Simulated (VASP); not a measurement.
# BaTiO3 (P4mm) in VASP: further runs, part 4 of 4

VASP 6.6.1. Earlier steps stand in the parts before.

**5. Electric field gradients, PBE (volume scaled by 1.04)**

Contents of INCAR:

```
  PREC = Accurate
  ENCUT = 520
  EDIFF = 1E-8
  ISMEAR = -1
  SIGMA = 0.08
  LREAL = F
  LASPH = T
  NELM = 100
  ALGO = Normal
  ISIF = 2
  LWAVE = F
  LCHARG = F
  GGA = PE
  LEFG = T
  NBANDS = 28
```

Contents of KPOINTS:

```
regular mesh
0
Gamma
  7 7 7
```

Contents of POSCAR:

```
BaTiO3
1.0
    4.0524349834      0.0000000000      0.0000000000
    0.0000000000      4.0524349834      0.0000000000
    0.0000000000      0.0000000000      4.0708744846
Ba Ti O
1 1 3
Direct
    0.0000000000      0.0000000000      0.0000000000
    0.5000000000      0.5000000000      0.4820000000
    0.5000000000      0.5000000000      0.0160000000
    0.5000000000      0.0000000000      0.5150000000
    0.0000000000      0.5000000000      0.5150000000
```

Potentials or basis: VASP PAW PBE potentials, release 64 (Ba_sv, Ti_sv, O).

Run with:

```sh
> cat potpaw_PBE.64/Ba_sv/POTCAR potpaw_PBE.64/Ti_sv/POTCAR potpaw_PBE.64/O/POTCAR > POTCAR
> mpirun -np 1 vasp_std > vasp.out
```

OUTCAR:

```text
PREC = Accurate
   ENCUT = 520
   EDIFF = 1E-8
   ISMEAR = -1
   LREAL = F
   LASPH = T
   NELM = 100
   ISIF = 2
   GGA = PE

 ion  position               nearest neighbor table
   1  0.000  0.000  0.000-   4 2.83   5 2.83   5 2.83   4 2.83   3 2.87   3 2.87   3 2.87   3 2.87
                             4 2.92   5 2.92   5 2.92   4 2.92   2 3.47   2 3.47   2 3.47   2 3.47
   2  0.500  0.500  0.482-   3 1.90   4 2.03   5 2.03   4 2.03   5 2.03   3 2.17   1 3.47   1 3.47
                             1 3.47   1 3.47   1 3.56   1 3.56   1 3.56   1 3.56
   3  0.500  0.500  0.016-   2 1.90   2 2.17   1 2.87   1 2.87   1 2.87   1 2.87
   4  0.500  0.000  0.515-   2 2.03   2 2.03   1 2.83   1 2.83   1 2.92   1 2.92
   5  0.000  0.500  0.515-   2 2.03   2 2.03   1 2.83   1 2.83   1 2.92   1 2.92

  LATTYP: Found a simple tetragonal cell.
 ALAT       =     4.0524349834
 C/A-ratio  =     1.0045502275

  Lattice vectors:

 A1 = (   4.0524349834,   0.0000000000,   0.0000000000)
 A2 = (   0.0000000000,   4.0524349834,   0.0000000000)
 A3 = (   0.0000000000,   0.0000000000,   4.0708744846)

Analysis of symmetry for initial positions (statically):
=====================================================================
 Subroutine PRICEL returns:
 Original cell was already a primitive cell.

 Routine SETGRP: Setting up the symmetry group for a
 simple tetragonal supercell.

 Subroutine GETGRP returns: Found  8 space group operations
 (whereof  8 operations were pure point group operations)
 out of a pool of 16 trial point group operations.

The static configuration has the point symmetry C_4v.

Analysis of symmetry for dynamics (positions and initial velocities):
=====================================================================
 Subroutine PRICEL returns:
 Original cell was already a primitive cell.

 Routine SETGRP: Setting up the symmetry group for a
 simple tetragonal supercell.

 Subroutine GETGRP returns: Found  8 space group operations
 (whereof  8 operations were pure point group operations)
 out of a pool of 16 trial point group operations.

The dynamic configuration has the point symmetry C_4v.

 Subroutine INISYM returns: Found  8 space group operations
 (whereof  8 operations are pure point group operations),
 and found     1 'primitive' translations

----------------------------------------------------------------------------------------

                                     Primitive cell

  volume of cell :      66.8528

  direct lattice vectors                    reciprocal lattice vectors
     4.052434983  0.000000000  0.000000000     0.246765217  0.000000000  0.000000000
     0.000000000  4.052434983  0.000000000     0.000000000  0.246765217  0.000000000
     0.000000000  0.000000000  4.070874485     0.000000000  0.000000000  0.245647466

  length of vectors
     4.052434983  4.052434983  4.070874485     0.246765217  0.246765217  0.245647466

  position of ions in fractional coordinates (direct lattice)
     0.000000000  0.000000000  0.000000000
     0.500000000  0.500000000  0.482000000
     0.500000000  0.500000000  0.016000000
[... 102 lines left out ...]
     AMIX_MAG =   1.60;   BMIX_MAG =  1.00
  volume/ion in A,a.u.               =      13.37        90.23
  Fermi-wavevector in a.u.,A,eV,Ry     =   1.379500  2.606876 25.892144  1.903019
  Thomas-Fermi vector in A             =   2.504463
   LORBIT       =      0    0 simple, 1 ext, 2 COOP (PROOUT), +10 PAW based schemes
   GGA     = PE    functional components
   LHFCALC =     F    Hartree Fock is set to
   AEXX    =    0.0000 exact exchange contribution
   IVDW    =     0    specifies the selected vdW correction
   LEPSILON=     F    determine dielectric tensor
   LRPA    =     F    only Hartree local field effects (RPA)
 non-spin polarized calculation
  energy-cutoff  :      520.00
  volume of cell :       66.85
 maximum number of plane-waves:      1823
 NGX is ok and might be reduce to    30
   NGX = 15   NGY = 15   NGZ = 15

 number of electron      39.9999982 magnetization

 Free energy of the ion-electron system (eV)
  ---------------------------------------------------
  ext. energy  EPLUGINS =         0.00000000
  ---------------------------------------------------
  free energy    TOTEN  =       -40.00207831 eV

  energy without entropy =      -40.00207629  energy(sigma->0) =      -40.00207730

 E-fermi :   4.4540     XC(G=0): -11.0356

 val. band max:        3.4720069504   @ k =   0.4286   0.4286   0.4286
 cond. band min:       5.2615890156   @ k =   0.0000   0.0000   0.0000
 fundamental gap:      1.7895820652
 Fermi energy:         4.4539550994

 k-point     1 :       0.0000    0.0000    0.0000
  band No.  band energies     occupation
      1     -53.1854      2.00000
      2     -29.4139      2.00000
      3     -29.3776      2.00000
      4     -29.3776      2.00000
      5     -21.4126      2.00000
      6     -13.2827      2.00000
[... 733 lines left out ...]
     27      11.6856      0.00000
     28      12.1511      0.00000

 [... further k-points ...]

------------------------ aborting loop because EDIFF is reached ----------------------------------------

  FORCE on cell =-STRESS in cart. coord.  units (eV):
  Direction    XX          YY          ZZ          XY          YZ          ZX
  --------------------------------------------------------------------------------------
  -------------------------------------------------------------------------------------
  Total       -1.0188995     -1.0188995     -0.4739586      0.0000000      0.0000000      0.0000000
  in kB      -24.4186759    -24.4186759    -11.3587673      0.0000000      0.0000000      0.0000000
  external PRESSURE =     -20.0653730 kB  Pullay stress =       0.0000000 kB

 VOLUME and BASIS-vectors are now :
 -----------------------------------------------------------------------------
  energy-cutoff  :      520.00
  volume of cell :       66.85
      direct lattice vectors                 reciprocal lattice vectors
     4.052434983  0.000000000  0.000000000     0.246765217  0.000000000  0.000000000
     0.000000000  4.052434983  0.000000000     0.000000000  0.246765217  0.000000000
     0.000000000  0.000000000  4.070874485     0.000000000  0.000000000  0.245647466

 POSITION                                       TOTAL-FORCE (eV/Angst)
 -----------------------------------------------------------------------------------
      0.00000      0.00000      0.00000         0.000000     -0.000000     -0.089997
      2.02622      2.02622      1.96216         0.000000      0.000000     -0.138121
      2.02622      2.02622      0.06513         0.000000     -0.000000      0.578422
      2.02622      0.00000      2.09650         0.000000     -0.000000     -0.175152
      0.00000      2.02622      2.09650         0.000000     -0.000000     -0.175152
 -----------------------------------------------------------------------------------
    total drift:                                0.000000      0.000000     -0.000127

  FREE ENERGIE OF THE ION-ELECTRON SYSTEM (eV)
  ---------------------------------------------------
  free  energy   TOTEN  =       -40.0020783136 eV

  energy  without entropy=      -40.0020762913  energy(sigma->0) =      -40.00207730

 Electric field gradients (V/A^2)
---------------------------------------------------------------------
 ion       V_xx      V_yy      V_zz      V_xy      V_xz      V_yz
---------------------------------------------------------------------
   1       2.208     2.208    -4.416     0.000     0.000     0.000
   2       0.981     0.981    -1.963    -0.000    -0.000    -0.000
   3      -9.750    -9.750    19.499    -0.000     0.000     0.000
   4     -14.843    30.586   -15.742    -0.000     0.000    -0.000
   5      30.586   -14.843   -15.742    -0.000    -0.000     0.000
---------------------------------------------------------------------

 Electric field gradients after diagonalization (V/A^2)
 (convention: |V_zz| > |V_xx| > |V_yy|)
----------------------------------------------------------------------
 ion       V_xx      V_yy      V_zz     asymmetry (V_yy - V_xx)/ V_zz
----------------------------------------------------------------------
   1       2.208     2.208    -4.416       0.000
   2       0.981     0.981    -1.963       0.000
   3      -9.750    -9.750    19.499       0.000
   4     -15.742   -14.843    30.586       0.029
   5     -15.742   -14.843    30.586       0.029
----------------------------------------------------------------------

           NMR quadrupolar parameters

 Cq : quadrupolar parameter    Cq=e*Q*V_zz/h
 eta: asymmetry parameters     (V_yy - V_xx)/ V_zz
 Q  : nuclear electric quadrupole moment in mb (millibarn)
----------------------------------------------------------------------
 ion       Cq(MHz)       eta       Q (mb)
----------------------------------------------------------------------
   1      -0.011       0.000       1.000
   2      -0.005       0.000       1.000
   3       0.047       0.000       1.000
   4       0.074       0.029       1.000
   5       0.074       0.029       1.000
----------------------------------------------------------------------
```

OSZICAR:

```text
N       E                     dE             d eps       ncg     rms          rms(c)
DAV:   1     0.429332940515E+03    0.42933E+03   -0.20850E+04  2240   0.154E+03
DAV:   2    -0.516431279742E+01   -0.43450E+03   -0.41484E+03  2556   0.422E+02
DAV:   3    -0.488157535512E+02   -0.43651E+02   -0.43299E+02  3092   0.132E+02
[... 11 lines left out ...]
DAV:  15    -0.400020787667E+02    0.45820E-06   -0.26181E-05  3392   0.406E-02    0.699E-03
DAV:  16    -0.400020783166E+02    0.45011E-06   -0.24641E-06  2616   0.141E-02    0.163E-03
DAV:  17    -0.400020783618E+02   -0.45133E-07   -0.14873E-07  2964   0.315E-03    0.124E-03
DAV:  18    -0.400020783314E+02    0.30380E-07   -0.41160E-08  2584   0.132E-03    0.785E-04
DAV:  19    -0.400020783136E+02    0.17765E-07   -0.21340E-08  1968   0.138E-03    0.154E-04
DAV:  20    -0.400020783136E+02   -0.18190E-10   -0.50836E-09  1528   0.410E-04
   1 F= -.40002078E+02 E0= -.40002077E+02  d E =-.202236E-05
```

stdout:

```text
POSCAR found type information on POSCAR BaTiO
 POSCAR found :  3 types and       5 ions
 scaLAPACK will be used
 LDA part: xc-table for (Slater+PW92), standard interpolation
 POSCAR, INCAR and KPOINTS ok, starting setup
 FFT: planning ... GRIDC
 FFT: planning ... GRID_SOFT
 FFT: planning ... GRID
 WAVECAR not read
 entering main loop
ion   1

ion   2

ion   3

ion   4

ion   5
```

It took 81 s on 1 thread of Intel Xeon 6975P-C, shared host; peak memory 0.22 GiB.

What came out:

- Free energy: -40.0021 eV
- Pressure: -2.0 GPa
- Largest force: 0.578 eV/Å
- Band gap on the k mesh: 1.79 eV, indirect (least direct gap 2.05 eV)

Forces on the atoms (eV/Å):
```
Ba   0.000  0.000 -0.090
Ti   0.000  0.000 -0.138
O    0.000  0.000  0.578
O    0.000  0.000 -0.175
O    0.000  0.000 -0.175
```

Stress tensor (GPa, compression positive):
```
-2.44  0.00  0.00
 0.00 -2.44  0.00
 0.00  0.00 -1.14
```

Electric field gradients, principal values (V/Å²):
```csv
atom,least,middle,greatest (by size)
1 Ba,2.208,2.208,-4.416
2 Ti,0.981,0.981,-1.963
3 O,-9.750,-9.750,19.499
4 O,-14.843,-15.742,30.586
5 O,-14.843,-15.742,30.586
```

Caveat: without QUAD_EFG the Cq values of the log hold for a quadrupole moment of 1 mb, not for the nuclei; spin-orbit coupling is left out, which moves the levels of the heavy elements.

**6. The runs side by side**

```tsv
cell	gap on the mesh (eV)	pressure (GPa)	largest force (eV/Å)
a = 3.973, b = 3.973, c = 3.991 Å, 5 atoms	1.92	8.2	0.20
a = 4.013, b = 4.013, c = 4.031 Å, 5 atoms	1.85	2.7	0.38
a = 4.052, b = 4.052, c = 4.071 Å, 5 atoms	1.79	-2.0	0.58
```

Alike in all rows: task electric field gradients; level PBE; potentials or basis VASP PAW PBE potentials, release 64 (Ba_sv, Ti_sv, O); no spin polarisation; k mesh 7 × 7 × 7; cutoff (eV) 520; smearing fermi-dirac 0.08 eV.

Caveats: spin-orbit coupling is left out, which moves the levels of the heavy elements.

Total energies depend on the potentials used, so only differences within one code and one set of settings carry meaning.
